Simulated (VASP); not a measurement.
# GaN (P6_3mc) in VASP: single point with PBE

Aim: the single point of GaN with PBE.

All numbers are computed with VASP 6.6.1; they aren't measurements. Logs are shortened: lines on timing, memory, paths and dates and some standing lists are left out, and cuts for length are marked.

**1. The cell of the first run**

The structure is hexagonal, space group P6_3mc (No. 186). The conventional cell has a = 3.189 Å, b = 3.189 Å, c = 5.192 Å, α = 90.00°, β = 90.00°, γ = 120.00°. Within 2.6 Å of Ga (site symmetry 3m) lie 4 N at 1.95 to 1.96 Å. N (site symmetry 3m) has 4 Ga at 1.95 to 1.96 Å within 2.6 Å.

**2. Single point, PBE**

INCAR reads:

```
SYSTEM = GaN
ALGO = Normal
EDIFF = 1E-7
ENCUT = 520
GGA = PE
ISIF = 2
ISMEAR = 0
LASPH = .TRUE.
LCHARG = .FALSE.
LREAL = .FALSE.
LWAVE = .FALSE.
NBANDS = 26
NELM = 60
PREC = Accurate
SIGMA = 0.01
```

KPOINTS reads:

```
k-points
0
G
  8 8 5
  0 0 0
```

POSCAR reads:

```
GaN
1.0
    3.1889300000      0.0000000000      0.0000000000
   -1.5944650000      2.7616950000      0.0000000000
    0.0000000000      0.0000000000      5.1923570000
Ga N
2 2
Direct
    0.6666670000      0.3333330000      0.4990840000
    0.3333330000      0.6666670000      0.9990840000
    0.6666670000      0.3333330000      0.8759160000
    0.3333330000      0.6666670000      0.3759160000
```

Potentials or basis: VASP PAW PBE potentials, release 64 (Ga_d, N).

The run is started by

```sh
cat potpaw_PBE.64/Ga_d/POTCAR potpaw_PBE.64/N/POTCAR > POTCAR
mpirun -np 1 vasp_std > vasp.out
```

OUTCAR:

```text
SYSTEM = GaN
   EDIFF = 1E-7
   ENCUT = 520
   GGA = PE
   ISIF = 2
   ISMEAR = 0
   LASPH = .TRUE.
   LREAL = .FALSE.
   NELM = 60
   PREC = Accurate

 ion  position               nearest neighbor table
   1  0.667  0.333  0.499-   4 1.95   4 1.95   4 1.95   3 1.96
   2  0.333  0.667  0.999-   3 1.95   3 1.95   3 1.95   4 1.96
   3  0.667  0.333  0.876-   2 1.95   2 1.95   2 1.95   1 1.96
   4  0.333  0.667  0.376-   1 1.95   1 1.95   1 1.95   2 1.96

  LATTYP: Found a hexagonal cell.
 ALAT       =     3.1889300000
 C/A-ratio  =     1.6282442700

  Lattice vectors:

 A1 = (   3.1889300000,   0.0000000000,   0.0000000000)
 A2 = (  -1.5944650000,   2.7616950000,   0.0000000000)
 A3 = (   0.0000000000,   0.0000000000,   5.1923570000)

Analysis of symmetry for initial positions (statically):
=====================================================================
 Subroutine PRICEL returns:
 Original cell was already a primitive cell.

 Routine SETGRP: Setting up the symmetry group for a
 hexagonal supercell.

 Subroutine GETGRP returns: Found 12 space group operations
 (whereof  6 operations were pure point group operations)
 out of a pool of 24 trial point group operations.

The static configuration has the point symmetry C_3v.
 The point group associated with its full space group is C_6v.

Analysis of symmetry for dynamics (positions and initial velocities):
=====================================================================
 Subroutine PRICEL returns:
 Original cell was already a primitive cell.

 Routine SETGRP: Setting up the symmetry group for a
 hexagonal supercell.

 Subroutine GETGRP returns: Found 12 space group operations
 (whereof  6 operations were pure point group operations)
 out of a pool of 24 trial point group operations.

The dynamic configuration has the point symmetry C_3v.
 The point group associated with its full space group is C_6v.

 Subroutine INISYM returns: Found 12 space group operations
 (whereof  6 operations are pure point group operations),
 and found     1 'primitive' translations

----------------------------------------------------------------------------------------

                                     Primitive cell

  volume of cell :      45.7283

  direct lattice vectors                    reciprocal lattice vectors
     3.188930000  0.000000000  0.000000000     0.313584807  0.181048233  0.000000000
    -1.594465000  2.761695000  0.000000000     0.000000000  0.362096466  0.000000000
     0.000000000  0.000000000  5.192357000     0.000000000  0.000000000  0.192590764

  length of vectors
     3.188930000  3.188930528  5.192357000     0.362096526  0.362096466  0.192590764

  position of ions in fractional coordinates (direct lattice)
     0.666667000  0.333333000  0.499084000
     0.333333000  0.666667000  0.999084000
     0.666667000  0.333333000  0.875916000
     0.333333000  0.666667000  0.375916000

  ion indices of the primitive-cell ions
   primitive index   ion index
                 1           1
                 2           2
                 3           3
                 4           4

----------------------------------------------------------------------------------------

 KPOINTS: k-points

Automatic generation of k-mesh.
 Grid dimensions read from file:
 generate k-points for:    8    8    5

 Generating k-lattice:

  Cartesian coordinates                     Fractional coordinates (reciprocal lattice)
     0.039198101  0.022631029  0.000000000     0.125000000  0.000000000  0.000000000
     0.000000000  0.045262058  0.000000000     0.000000000  0.125000000  0.000000000
     0.000000000  0.000000000  0.038518153     0.000000000  0.000000000  0.200000000

  Length of vectors
     0.045262066  0.045262058  0.038518153

  Shift w.r.t. Gamma in fractional coordinates (k-lattice)
     0.000000000  0.000000000  0.000000000

 Subroutine IBZKPT returns following result:
 ===========================================

 Found     30 irreducible k-points:

 Following reciprocal coordinates:
            Coordinates               Weight
  0.000000  0.000000  0.000000      1.000000
  0.125000 -0.000000  0.000000      6.000000
  0.250000 -0.000000  0.000000      6.000000
  0.375000 -0.000000  0.000000      6.000000
  0.500000 -0.000000  0.000000      3.000000
  0.125000  0.125000  0.000000      6.000000
[... 16 lines left out ...]
  0.250000 -0.000000  0.400000     12.000000
  0.375000 -0.000000  0.400000     12.000000
 [... further k-points ...]
   k-points           NKPTS =     30   k-points in BZ     NKDIM =     30   number of bands    NBANDS=     26
   number of dos      NEDOS =    301   number of ions     NIONS =      4
   total plane-waves  NPLWV =  23040
   dimension x,y,z NGX =    24 NGY =   24 NGZ =   40
   dimension x,y,z NGXF=    48 NGYF=   48 NGZF=   80
   ions per type =               2   2
   NGX,Y,Z   is equivalent  to a cutoff of  12.51, 12.51, 12.81 a.u.
   NGXF,Y,Z  is equivalent  to a cutoff of  25.02, 25.02, 25.61 a.u.
 SYSTEM =  GaN
   PREC   = accura    normal or accurate (medium, high low for compatibility)
   ISTART =      0    job   : 0-new  1-cont  2-samecut
   ICHARG =      2    charge: 1-file 2-atom 10-const
   ISPIN  =      1    spin polarized calculation?
   LNONCOLLINEAR =      F non collinear calculations
   LSORBIT =      F    spin-orbit coupling
   LASPH  =      T    aspherical Exc in radial PAW
   ENCUT  =  520.0 eV  38.22 Ry    6.18 a.u.   5.93  5.93  9.65*2*pi/ulx,y,z
   NELM   =     60;   NELMIN=  2; NELMDL= -5     # of ELM steps
   EDIFF  = 0.1E-06   stopping-criterion for ELM
   LREAL  =      F    real-space projection
   EDIFFG = 0.1E-05   stopping-criterion for IOM
   NSW    =      0    number of steps for IOM
   IBRION =     -1    ionic relax: 0-MD 1-quasi-New 2-CG
   NFREE  =      0    steps in history (QN), initial steepest desc. (CG)
   ISIF   =      2    stress and relaxation
   ISYM   =      2    0-nonsym 1-usesym 2-fastsym
   POTIM  = 0.5000    time-step for ionic-motion
   TEBEG  =    0.0;   TEEND  =   0.0 temperature during run
   PSTRESS=    0.0 pullay stress
   NELECT =      36.0000    total number of electrons
   NUPDOWN=      -1.0000    fix difference up-down
   EMIN   =  10.00;   EMAX   =-10.00  energy-range for DOS
   EFERMI =   0.00;   METHOD = LEGACY
   ISMEAR =     0;   SIGMA  =   0.01  broadening in eV -4-tet -1-fermi 0-gaus
   EFERMI_NEDOS =   21; number of points for ismear=-14 and -15
   IALGO  =     38    algorithm
   IMIX   =      4    mixing-type and parameters
     AMIX     =   0.40;   BMIX     =  1.00
     AMIX_MAG =   1.60;   BMIX_MAG =  1.00
  volume/ion in A,a.u.               =      11.43        77.15
  Fermi-wavevector in a.u.,A,eV,Ry     =   1.511636  2.856578 31.089906  2.285044
  Thomas-Fermi vector in A             =   2.621667
   LORBIT       =      0    0 simple, 1 ext, 2 COOP (PROOUT), +10 PAW based schemes
   GGA     = PE    functional components
   LHFCALC =     F    Hartree Fock is set to
   AEXX    =    0.0000 exact exchange contribution
   IVDW    =     0    specifies the selected vdW correction
   LEPSILON=     F    determine dielectric tensor
   LRPA    =     F    only Hartree local field effects (RPA)
 non-spin polarized calculation
 Gauss-broadening in eV      SIGMA  =   0.01
  energy-cutoff  :      520.00
  volume of cell :       45.73
 maximum number of plane-waves:      1248
 NGX is ok and might be reduce to    24
   NGX = 11   NGY = 11   NGZ = 19

 number of electron      35.9999984 magnetization

 Free energy of the ion-electron system (eV)
  ---------------------------------------------------
  ext. energy  EPLUGINS =         0.00000000
  ---------------------------------------------------
  free energy    TOTEN  =       -24.30558859 eV

  energy without entropy =      -24.30558859  energy(sigma->0) =      -24.30558859

 E-fermi :   5.4139     XC(G=0): -11.6646

 val. band max:        5.3085161295   @ k =   0.0000   0.0000   0.0000
 cond. band min:       7.2152481307   @ k =   0.0000   0.0000   0.0000
 fundamental gap:      1.9067320012
 Fermi energy:         5.4139414114

 k-point     1 :       0.0000    0.0000    0.0000
  band No.  band energies     occupation
      1     -10.6623      2.00000
      2      -9.7449      2.00000
      3      -8.1281      2.00000
      4      -8.1132      2.00000
      5      -8.1132      2.00000
      6      -8.0521      2.00000
[... 18 lines left out ...]
     25      17.0050      0.00000
     26      17.0051      0.00000

 k-point     2 :       0.1250   -0.0000    0.0000
  band No.  band energies     occupation
      1     -10.5128      2.00000
      2      -9.7072      2.00000
      3      -8.1117      2.00000
      4      -8.0919      2.00000
      5      -8.0643      2.00000
      6      -8.0325      2.00000
[... 18 lines left out ...]
     25      16.5600      0.00000
     26      17.3264      0.00000

 k-point     3 :       0.2500   -0.0000    0.0000
  band No.  band energies     occupation
      1     -10.1615      2.00000
      2      -9.6351      2.00000
      3      -8.0732      2.00000
      4      -8.0543      2.00000
      5      -7.9896      2.00000
      6      -7.9504      2.00000
[... 18 lines left out ...]
     25      16.7355      0.00000
     26      18.0402      0.00000

 k-point     4 :       0.3750   -0.0000    0.0000
  band No.  band energies     occupation
      1      -9.8574      2.00000
      2      -9.5891      2.00000
      3      -8.0600      2.00000
      4      -8.0399      2.00000
      5      -7.9526      2.00000
      6      -7.8971      2.00000
[... 18 lines left out ...]
     25      17.1992      0.00000
     26      18.5440      0.00000
[... 496 lines left out ...]
      1     -10.1461      2.00000
      2      -9.8860      2.00000
      3      -8.0867      2.00000
      4      -8.0756      2.00000
      5      -8.0664      2.00000
      6      -8.0539      2.00000
[... 18 lines left out ...]
     25      15.8865      0.00000
     26      16.3921      0.00000

 k-point    23 :       0.2500   -0.0000    0.4000
  band No.  band energies     occupation
      1      -9.8982      2.00000
      2      -9.7332      2.00000
      3      -8.0616      2.00000
      4      -8.0349      2.00000
      5      -8.0204      2.00000
      6      -7.9881      2.00000
[... 18 lines left out ...]
     25      16.6196      0.00000
     26      17.2160      0.00000

 k-point    24 :       0.3750   -0.0000    0.4000
  band No.  band energies     occupation
      1      -9.7072      2.00000
      2      -9.6248      2.00000
      3      -8.0684      2.00000
      4      -8.0344      2.00000
      5      -7.9818      2.00000
      6      -7.9315      2.00000
[... 18 lines left out ...]
     25      16.9437      0.00000
     26      17.8745      0.00000

 [... further k-points ...]
[... 5 lines left out ...]
  --------------------------------------------------------------------------------------
  -------------------------------------------------------------------------------------
  Total        1.4718009      1.4718016      1.5124559      0.0000000      0.0000000     -0.0000000
  in kB       51.5673022     51.5673249     52.9917267      0.0000000      0.0000000     -0.0000000
  external PRESSURE =      52.0421179 kB  Pullay stress =       0.0000000 kB

 VOLUME and BASIS-vectors are now :
 -----------------------------------------------------------------------------
  energy-cutoff  :      520.00
  volume of cell :       45.73
      direct lattice vectors                 reciprocal lattice vectors
     3.188930000  0.000000000  0.000000000     0.313584807  0.181048233  0.000000000
    -1.594465000  2.761695000  0.000000000     0.000000000  0.362096466  0.000000000
     0.000000000  0.000000000  5.192357000     0.000000000  0.000000000  0.192590764

 POSITION                                       TOTAL-FORCE (eV/Angst)
 -----------------------------------------------------------------------------------
      1.59447      0.92056      2.59142         0.000000      0.000000      0.005623
     -0.00000      1.84113      5.18760        -0.000000     -0.000000      0.005623
      1.59447      0.92056      4.54807        -0.000000      0.000000     -0.005623
     -0.00000      1.84113      1.95189         0.000000     -0.000000     -0.005623
 -----------------------------------------------------------------------------------
    total drift:                               -0.001045      0.000602     -0.001352

  FREE ENERGIE OF THE ION-ELECTRON SYSTEM (eV)
  ---------------------------------------------------
  free  energy   TOTEN  =       -24.3055885917 eV

  energy  without entropy=      -24.3055885917  energy(sigma->0) =      -24.30558859
```

Wall time 13 s (1 thread of Intel Xeon 6975P-C (Granite Rapids), shared host); peak memory 0.17 GiB.

Results:

```yaml
Free_energy: -24.3056 eV
Pressure: 5.2 GPa
Largest_force: 0.006 eV/Å
Band_gap_on_the_k_mesh: 1.91 eV, direct
```

Forces in eV/Å, atoms in the order of the input:
```
Ga   0.000  0.000  0.006
Ga   0.000  0.000  0.006
N    0.000  0.000 -0.006
N    0.000  0.000 -0.006
```
